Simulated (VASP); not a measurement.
A run of VASP 6.6.1 is set up as follows.

File INCAR:

```
SYSTEM = H16CO7
ALGO = Normal
EDIFF = 1E-6
ENCUT = 520
GGA = PS
ISIF = 2
ISMEAR = -1
LASPH = .TRUE.
LCHARG = .FALSE.
LREAL = Auto
LWAVE = .FALSE.
NBANDS = 49
NELM = 60
PREC = Accurate
SIGMA = 0.02
```

The input KPOINTS:

```
k-points
0
G
  1 1 1
  0 0 0
```

Contents of POSCAR:

```
H16CO7
1.0
    5.8245490000      0.0000000000      0.0000000000
    0.0000000000      5.8245490000      0.0000000000
    0.0000000000      0.0000000000      5.8245490000
O H C
7 16 1
Direct
    0.7374648235      0.9239170277      0.7195406889
    0.6737689047      0.3399404829      0.9597996343
    0.5223065339      0.5448147144      0.4558292839
    0.0020945828      0.8347084040      0.3340172776
    0.4141093156      1.0531802548      0.2884343492
    0.2653596012      0.1969594556      0.6820442235
    0.0686748450      0.5515791866      0.8257463368
    0.7967312147      0.7955465736      0.7963019969
    0.7093596431      1.0482700034      0.8372493733
    0.8224499442      0.4032586901      0.9181826782
    0.5697951893      0.3632040867      0.8238234411
    0.6081500902      0.5055842092      0.3074229438
    0.5824141921      0.6937704533      0.5151471814
   -0.0943077310      0.9076925956      0.4562585017
    0.0871312096      0.7098231983      0.4183328186
    0.2675400276      0.9881966827      0.2419586478
    0.4963817799      1.1440027374      0.1784344161
    0.3359573419      0.1704337967      0.5256200952
    0.2870608523      0.0476260050      0.7461350226
    0.2289275959      0.8439795081      0.9705987537
    0.1297267823      0.4045978496      0.7741371907
    0.2871810332      0.5981750690      1.1257008912
    0.4135084107      0.6682920858      0.8320644225
    0.2570156076      0.6614589387      0.9427339353
```

Potentials or basis: VASP PAW PBE potentials, release 64 (O, H, C).

Run with:

```console
$ cat potpaw_PBE.64/O/POTCAR potpaw_PBE.64/H/POTCAR potpaw_PBE.64/C/POTCAR > POTCAR
$ mpirun -np 1 vasp_gam > vasp.out
```

Estimate the band gap on the k mesh.

4.81 eV.

Predict the pressure.

0.3 GPa.

Stress tensor (GPa, compression positive):
```
 0.17 -1.44 -0.45
-1.44  2.98 -1.59
-0.45 -1.59 -2.21
```

Caveat: the k points lie up to 1.08 Å⁻¹ apart; the PAW data sets were made with another functional, which shifts forces and pressure a little.
